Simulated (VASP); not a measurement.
# Pt (Fm-3m) in VASP: a series of runs

Runs on Pt. Level: PBEsol. Tasks: single point, relaxation of cell and atoms.

All numbers are computed with VASP 6.6.1; they aren't measurements. Logs are shortened: lines on timing, memory, paths and dates and some standing lists are left out, and cuts for length are marked.

## 1. The cell of the first run

Symmetry: Fm-3m, No. 225, cubic system. The conventional cell has a = 3.920 Å, b = 3.920 Å, c = 3.920 Å, α = 90.00°, β = 90.00°, γ = 90.00°. Pt (site symmetry m-3m) has 12 Pt at 2.77 Å within 3.7 Å.

## 2. Single point, PBEsol

INCAR reads:

```
PREC = Accurate
ENCUT = 520
EDIFF = 1E-6
ISMEAR = -1
SIGMA = 0.1
LREAL = F
LASPH = T
NELM = 60
ALGO = Normal
ISIF = 2
LWAVE = F
LCHARG = F
GGA = PS
NBANDS = 11
```

KPOINTS reads:

```
Automatic mesh
0
Gamma
  19 19 19
```

POSCAR reads:

```
Pt
1.0
    0.0000000000      1.9598631305      1.9598631305
    1.9598631305      0.0000000000      1.9598631305
    1.9598631305      1.9598631305      0.0000000000
Pt
1
Direct
    0.0000000000      0.0000000000      0.0000000000
```

Potentials or basis: VASP PAW PBE potentials, release 64 (Pt).

Command:

```console
$ cat potpaw_PBE.64/Pt/POTCAR > POTCAR
$ mpirun -np 1 vasp_std > vasp.out
```

OUTCAR:

```text
PREC = Accurate
   ENCUT = 520
   EDIFF = 1E-6
   ISMEAR = -1
   LREAL = F
   LASPH = T
   NELM = 60
   ISIF = 2
   GGA = PS

 ion  position               nearest neighbor table
   1  0.000  0.000  0.000-

  LATTYP: Found a face centered cubic cell.
 ALAT       =     3.9197262610

  Lattice vectors:

 A1 = (   0.0000000000,   1.9598631305,   1.9598631305)
 A2 = (   1.9598631305,   0.0000000000,   1.9598631305)
 A3 = (   1.9598631305,   1.9598631305,   0.0000000000)

Analysis of symmetry for initial positions (statically):
=====================================================================
 Subroutine PRICEL returns:
 Original cell was already a primitive cell.

 Routine SETGRP: Setting up the symmetry group for a
 face centered cubic supercell.

 Subroutine GETGRP returns: Found 48 space group operations
 (whereof 48 operations were pure point group operations)
 out of a pool of 48 trial point group operations.

The static configuration has the point symmetry O_h .

Analysis of symmetry for dynamics (positions and initial velocities):
=====================================================================
 Subroutine PRICEL returns:
 Original cell was already a primitive cell.

 Routine SETGRP: Setting up the symmetry group for a
 face centered cubic supercell.

 Subroutine GETGRP returns: Found 48 space group operations
 (whereof 48 operations were pure point group operations)
 out of a pool of 48 trial point group operations.

The dynamic configuration has the point symmetry O_h .

 Subroutine INISYM returns: Found 48 space group operations
 (whereof 48 operations are pure point group operations),
 and found     1 'primitive' translations

----------------------------------------------------------------------------------------

                                     Primitive cell

  volume of cell :      15.0559

  direct lattice vectors                    reciprocal lattice vectors
     0.000000000  1.959863131  1.959863131    -0.255119856  0.255119856  0.255119856
     1.959863131  0.000000000  1.959863131     0.255119856 -0.255119856  0.255119856
     1.959863131  1.959863131  0.000000000     0.255119856  0.255119856 -0.255119856

  length of vectors
     2.771665020  2.771665020  2.771665020     0.441880553  0.441880553  0.441880553

  position of ions in fractional coordinates (direct lattice)
     0.000000000  0.000000000  0.000000000

  ion indices of the primitive-cell ions
   primitive index   ion index
                 1           1

----------------------------------------------------------------------------------------

 KPOINTS: Automatic mesh

Automatic generation of k-mesh.
 Grid dimensions read from file:
 generate k-points for:   19   19   19

 Generating k-lattice:

  Cartesian coordinates                     Fractional coordinates (reciprocal lattice)
    -0.013427361  0.013427361  0.013427361     0.052631579  0.000000000  0.000000000
     0.013427361 -0.013427361  0.013427361     0.000000000  0.052631579  0.000000000
     0.013427361  0.013427361 -0.013427361     0.000000000  0.000000000  0.052631579

  Length of vectors
     0.023256871  0.023256871  0.023256871

  Shift w.r.t. Gamma in fractional coordinates (k-lattice)
     0.000000000  0.000000000  0.000000000

 Subroutine IBZKPT returns following result:
 ===========================================

 Found    220 irreducible k-points:

 Following reciprocal coordinates:
            Coordinates               Weight
  0.000000  0.000000  0.000000      1.000000
  0.052632  0.000000  0.000000      8.000000
  0.105263  0.000000  0.000000      8.000000
  0.157895  0.000000  0.000000      8.000000
  0.210526  0.000000  0.000000      8.000000
  0.263158  0.000000  0.000000      8.000000
[... 16 lines left out ...]
 -0.315789  0.052632  0.000000     24.000000
 -0.263158  0.052632  0.000000     24.000000
 [... further k-points ...]
   k-points           NKPTS =    220   k-points in BZ     NKDIM =    220   number of bands    NBANDS=     11
   number of dos      NEDOS =    301   number of ions     NIONS =      1
   total plane-waves  NPLWV =  13824
   dimension x,y,z NGX =    24 NGY =   24 NGZ =   24
   dimension x,y,z NGXF=    48 NGYF=   48 NGZF=   48
   ions per type =               1
   NGX,Y,Z   is equivalent  to a cutoff of  14.40, 14.40, 14.40 a.u.
   NGXF,Y,Z  is equivalent  to a cutoff of  28.79, 28.79, 28.79 a.u.
 SYSTEM =  unknown system
   PREC   = accura    normal or accurate (medium, high low for compatibility)
   ISTART =      0    job   : 0-new  1-cont  2-samecut
   ICHARG =      2    charge: 1-file 2-atom 10-const
   ISPIN  =      1    spin polarized calculation?
   LNONCOLLINEAR =      F non collinear calculations
   LSORBIT =      F    spin-orbit coupling
   LASPH  =      T    aspherical Exc in radial PAW
   ENCUT  =  520.0 eV  38.22 Ry    6.18 a.u.   5.15  5.15  5.15*2*pi/ulx,y,z
   NELM   =     60;   NELMIN=  2; NELMDL= -5     # of ELM steps
   EDIFF  = 0.1E-05   stopping-criterion for ELM
   LREAL  =      F    real-space projection
   EDIFFG = 0.1E-04   stopping-criterion for IOM
   NSW    =      0    number of steps for IOM
   IBRION =     -1    ionic relax: 0-MD 1-quasi-New 2-CG
   NFREE  =      0    steps in history (QN), initial steepest desc. (CG)
   ISIF   =      2    stress and relaxation
   ISYM   =      2    0-nonsym 1-usesym 2-fastsym
   POTIM  = 0.5000    time-step for ionic-motion
   TEBEG  =    0.0;   TEEND  =   0.0 temperature during run
   PSTRESS=    0.0 pullay stress
   NELECT =      10.0000    total number of electrons
   NUPDOWN=      -1.0000    fix difference up-down
   EMIN   =  10.00;   EMAX   =-10.00  energy-range for DOS
   EFERMI =   0.00;   METHOD = LEGACY
   ISMEAR =    -1;   SIGMA  =   0.10  broadening in eV -4-tet -1-fermi 0-gaus
   EFERMI_NEDOS =   21; number of points for ismear=-14 and -15
   IALGO  =     38    algorithm
   IMIX   =      4    mixing-type and parameters
     AMIX     =   0.40;   BMIX     =  1.00
     AMIX_MAG =   1.60;   BMIX_MAG =  1.00
  volume/ion in A,a.u.               =      15.06       101.60
  Fermi-wavevector in a.u.,A,eV,Ry     =   1.428365  2.699218 27.758954  2.040226
  Thomas-Fermi vector in A             =   2.548434
   LORBIT       =      0    0 simple, 1 ext, 2 COOP (PROOUT), +10 PAW based schemes
   GGA     = PS    functional components
   LHFCALC =     F    Hartree Fock is set to
   AEXX    =    0.0000 exact exchange contribution
   IVDW    =     0    specifies the selected vdW correction
   LEPSILON=     F    determine dielectric tensor
   LRPA    =     F    only Hartree local field effects (RPA)
 non-spin polarized calculation
  energy-cutoff  :      520.00
  volume of cell :       15.06
 maximum number of plane-waves:       419
 NGX is ok and might be reduce to    24

 number of electron      10.0000000 magnetization

 Free energy of the ion-electron system (eV)
  ---------------------------------------------------
  ext. energy  EPLUGINS =         0.00000000
  ---------------------------------------------------
  free energy    TOTEN  =        -6.99413928 eV

  energy without entropy =       -6.93995061  energy(sigma->0) =       -6.96704494

 E-fermi :  11.1332     XC(G=0): -13.6379

 val. band max:       11.1303652141   @ k =  -0.4211   0.3158   0.0526
 cond. band min:      11.1358019273   @ k =   0.4737   0.4737   0.0000
 fundamental gap:      0.0054367132
 Fermi energy:        11.1331694188

 k-point     1 :       0.0000    0.0000    0.0000
  band No.  band energies     occupation
      1       0.8136      2.00000
      2       7.3141      2.00000
      3       7.3141      2.00000
      4       7.3141      2.00000
      5       9.4985      2.00000
      6       9.4985      2.00000
      7      25.7482      0.00000
      8      30.7145      0.00000
      9      30.7145      0.00000
     10      30.7145      0.00000
     11      36.0186      0.00000

 k-point     2 :       0.0526    0.0000    0.0000
  band No.  band energies     occupation
      1       0.9257      2.00000
      2       7.2629      2.00000
      3       7.3592      2.00000
      4       7.3592      2.00000
      5       9.4726      2.00000
      6       9.4726      2.00000
      7      25.9244      0.00000
      8      30.1017      0.00000
      9      30.8872      0.00000
     10      30.8872      0.00000
     11      36.6980      0.00000

 k-point     3 :       0.1053    0.0000    0.0000
  band No.  band energies     occupation
      1       1.2529      2.00000
      2       7.1292      2.00000
      3       7.4794      2.00000
      4       7.4794      2.00000
      5       9.4147      2.00000
      6       9.4147      2.00000
      7      26.4100      0.00000
      8      28.7930      0.00000
      9      31.3910      0.00000
     10      31.3910      0.00000
     11      37.6325      0.00000

 k-point     4 :       0.1579    0.0000    0.0000
  band No.  band energies     occupation
      1       1.7646      2.00000
      2       6.9701      2.00000
      3       7.6234      2.00000
      4       7.6234      2.00000
      5       9.3863      2.00000
      6       9.3863      2.00000
      7      27.0434      0.00000
      8      27.2952      0.00000
      9      32.1804      0.00000
     10      32.1804      0.00000
     11      36.3274      0.00000

 k-point     5 :       0.2105    0.0000    0.0000
  band No.  band energies     occupation
      1       2.3937      2.00000
      2       6.8825      2.00000
      3       7.7064      2.00000
      4       7.7064      2.00000
      5       9.4818      2.00000
      6       9.4818      2.00000
      7      25.6790      0.00000
      8      27.5279      0.00000
      9      33.1504      0.00000
     10      33.1504      0.00000
     11      34.9246      0.00000

 k-point     6 :       0.2632    0.0000    0.0000
  band No.  band energies     occupation
      1       3.0143      2.00000
      2       7.0125      2.00000
      3       7.6743      2.00000
      4       7.6743      2.00000
      5       9.7553      2.00000
      6       9.7553      2.00000
      7      23.9488      0.00000
      8      27.3951      0.00000
      9      33.8178      0.00000
     10      33.8178      0.00000
     11      34.6998      0.00000

 k-point     7 :       0.3158    0.0000    0.0000
  band No.  band energies     occupation
      1       3.4620      2.00000
      2       7.5237      2.00000
      3       7.5608      2.00000
      4       7.5608      2.00000
      5      10.1560      1.99989
      6      10.1560      1.99989
      7      22.0649      0.00000
      8      26.7566      0.00000
      9      32.9291      0.00000
     10      32.9291      0.00000
     11      35.6778      0.00000

 k-point     8 :       0.3684    0.0000    0.0000
  band No.  band energies     occupation
      1       3.6739      2.00000
      2       7.4286      2.00000
      3       7.4286      2.00000
      4       8.4409      2.00000
      5      10.5847      1.99173
      6      10.5847      1.99173
      7      20.1188      0.00000
      8      26.0763      0.00000
      9      31.6503      0.00000
     10      31.6503      0.00000
     11      37.3155      0.00000
[... 141 lines left out ...]
 k-point    19 :       0.4737    0.0526    0.0000
  band No.  band energies     occupation
      1       3.8312      2.00000
      2       7.1943      2.00000
      3       7.3571      2.00000
      4       9.6090      2.00000
      5      11.1717      0.80963
      6      11.6839      0.00808
      7      17.4024      0.00000
      8      25.5476      0.00000
      9      29.9473      0.00000
     10      30.1614      0.00000
     11      38.9784      0.00000

 k-point    20 :      -0.4737    0.0526    0.0000
  band No.  band energies     occupation
      1       3.8317      2.00000
      2       7.1826      2.00000
      3       7.3267      2.00000
      4       9.8700      1.99999
      5      11.1370      0.98082
      6      11.9598      0.00051
      7      16.9323      0.00000
      8      25.4666      0.00000
      9      29.7316      0.00000
     10      30.0502      0.00000
     11      39.3722      0.00000

 k-point    21 :      -0.4211    0.0526    0.0000
  band No.  band energies     occupation
      1       3.8316      2.00000
      2       7.2345      2.00000
      3       7.3567      2.00000
      4       9.4481      2.00000
      5      10.8970      1.82769
      6      11.6627      0.00998
      7      17.8340      0.00000
      8      25.6282      0.00000
      9      29.7969      0.00000
     10      30.6688      0.00000
     11      38.4699      0.00000

 k-point    22 :      -0.3684    0.0526    0.0000
  band No.  band energies     occupation
      1       3.8003      2.00000
      2       7.3396      2.00000
      3       7.4436      2.00000
      4       8.5496      2.00000
      5      10.5017      1.99639
      6      11.2045      0.65773
      7      19.5147      0.00000
      8      26.0286      0.00000
      9      30.3123      0.00000
     10      31.7629      0.00000
     11      37.0345      0.00000

 k-point    23 :      -0.3158    0.0526    0.0000
  band No.  band energies     occupation
      1       3.6545      2.00000
      2       7.4520      2.00000
      3       7.5718      2.00000
      4       7.6588      2.00000
      5      10.0310      1.99997
      6      10.7285      1.96564
      7      21.4576      0.00000
      8      26.6399      0.00000
      9      31.1373      0.00000
     10      33.2556      0.00000
     11      35.3992      0.00000

 k-point    24 :      -0.2632    0.0526    0.0000
  band No.  band energies     occupation
      1       3.2867      2.00000
      2       7.0091      2.00000
      3       7.6374      2.00000
      4       7.7060      2.00000
      5       9.5790      2.00000
      6      10.2649      1.99966
      7      23.3969      0.00000
      8      27.3233      0.00000
      9      32.0000      0.00000
     10      34.0141      0.00000
     11      35.0253      0.00000

 [... further k-points ...]
[... 5 lines left out ...]
  --------------------------------------------------------------------------------------
  -------------------------------------------------------------------------------------
  Total       -0.0397490     -0.0397490     -0.0397490      0.0000000      0.0000000      0.0000000
  in kB       -4.2298922     -4.2298922     -4.2298922      0.0000000      0.0000000      0.0000000
  external PRESSURE =      -4.2298922 kB  Pullay stress =       0.0000000 kB

 VOLUME and BASIS-vectors are now :
 -----------------------------------------------------------------------------
  energy-cutoff  :      520.00
  volume of cell :       15.06
      direct lattice vectors                 reciprocal lattice vectors
     0.000000000  1.959863131  1.959863131    -0.255119856  0.255119856  0.255119856
     1.959863131  0.000000000  1.959863131     0.255119856 -0.255119856  0.255119856
     1.959863131  1.959863131  0.000000000     0.255119856  0.255119856 -0.255119856

 POSITION                                       TOTAL-FORCE (eV/Angst)
 -----------------------------------------------------------------------------------
      0.00000      0.00000      0.00000         0.000000      0.000000      0.000000
 -----------------------------------------------------------------------------------
    total drift:                               -0.000000      0.000000      0.000000

  FREE ENERGIE OF THE ION-ELECTRON SYSTEM (eV)
  ---------------------------------------------------
  free  energy   TOTEN  =        -6.9941392793 eV

  energy  without entropy=       -6.9399506056  energy(sigma->0) =       -6.96704494
```

Run time: 51 s. Hardware: 1 thread of Intel Xeon 8259CL, shared host; peak memory 0.17 GiB.

What came out:

| Quantity | Value |
| --- | --- |
| Free energy | -6.9941 eV |
| Pressure | -0.4 GPa |
| Band gap on the k mesh | zero (bands 5 and 6 overlap by 2.21 eV) |

Caveat: the PAW data sets were made with another functional, which shifts forces and pressure a little; spin-orbit coupling is left out, which moves the levels of the heavy elements.

## 3. Single point, PBEsol

This run uses another cell than the first one: it holds 2 atoms, not 1.

INCAR reads:

```
SYSTEM = Pt
PREC = Accurate
ENCUT = 520
EDIFF = 1E-6
ISMEAR = -1
SIGMA = 0.1
LREAL = .FALSE.
LASPH = .TRUE.
NELM = 100
ALGO = Normal
ISIF = 2
LWAVE = .FALSE.
LCHARG = .FALSE.
GGA = PS
NBANDS = 17
```

KPOINTS reads:

```
regular mesh
0
G
  12 9 12
  0 0 0
```

POSCAR reads:

```
Pt
1.0
   -1.9598631305      1.9598631305      0.0000000000
    0.0000000000      0.0000000000      3.9197262610
    1.9598631305      1.9598631305      0.0000000000
Pt
2
Direct
    0.0000000000      0.0000000000      0.0000000000
    0.5000000000      0.5000000000      0.5000000000
```

Potentials or basis: VASP PAW PBE potentials, release 64 (Pt).

Command:

```console
$ cat potpaw_PBE.64/Pt/POTCAR > POTCAR
$ mpirun -np 1 vasp_std > vasp.out
```

OUTCAR:

```text
SYSTEM = Pt
   PREC = Accurate
   ENCUT = 520
   EDIFF = 1E-6
   ISMEAR = -1
   LREAL = .FALSE.
   LASPH = .TRUE.
   NELM = 100
   ISIF = 2
   GGA = PS

 ion  position               nearest neighbor table
   1  0.000  0.000  0.000-   2 2.77   2 2.77   2 2.77   2 2.77   2 2.77   2 2.77   2 2.77   2 2.77

   2  0.500  0.500  0.500-   1 2.77   1 2.77   1 2.77   1 2.77   1 2.77   1 2.77   1 2.77   1 2.77

  LATTYP: Found a simple tetragonal cell.
 ALAT       =     2.7716650195
 C/A-ratio  =     1.4142135624

  Lattice vectors:

[... 668 lines left out ...]
      4       6.6260      2.00000
      5       7.6338      2.00000
      6       7.7585      2.00000
[... 9 lines left out ...]
     16      26.5734      0.00000
     17      27.9073      0.00000

 [... further k-points ...]
[... 5 lines left out ...]
  --------------------------------------------------------------------------------------
  -------------------------------------------------------------------------------------
  Total       -0.0997095     -0.0997095     -0.0191560      0.0000000      0.0000000      0.0000000
  in kB       -5.3053003     -5.3053003     -1.0192460      0.0000000      0.0000000      0.0000000
  external PRESSURE =      -3.8766155 kB  Pullay stress =       0.0000000 kB

 VOLUME and BASIS-vectors are now :
 -----------------------------------------------------------------------------
  energy-cutoff  :      520.00
  volume of cell :       30.11
      direct lattice vectors                 reciprocal lattice vectors
    -1.959863131  1.959863131  0.000000000    -0.255119856  0.255119856  0.000000000
     0.000000000  0.000000000  3.919726261     0.000000000  0.000000000  0.255119856
     1.959863131  1.959863131  0.000000000     0.255119856  0.255119856  0.000000000

 POSITION                                       TOTAL-FORCE (eV/Angst)
 -----------------------------------------------------------------------------------
      0.00000      0.00000      0.00000        -0.000000     -0.000000      0.000000
      0.00000      1.95986      1.95986         0.000000      0.000000      0.000000
 -----------------------------------------------------------------------------------
    total drift:                               -0.000000     -0.000000      0.000000

  FREE ENERGIE OF THE ION-ELECTRON SYSTEM (eV)
  ---------------------------------------------------
  free  energy   TOTEN  =       -13.9879778752 eV

  energy  without entropy=      -13.8819902379  energy(sigma->0) =      -13.93498406
```

Wall time 74 s (1 thread of Intel Xeon 8259CL, shared host); peak memory 0.19 GiB.

What came out:

```yaml
Free_energy: -13.9880 eV
Pressure: -0.4 GPa
Band_gap_on_the_k_mesh: zero (bands 10 and 11 overlap by 1.53 eV)
```

Caveat: the PAW data sets were made with another functional, which shifts forces and pressure a little; spin-orbit coupling is left out, which moves the levels of the heavy elements.

[end of part 1 of 2]
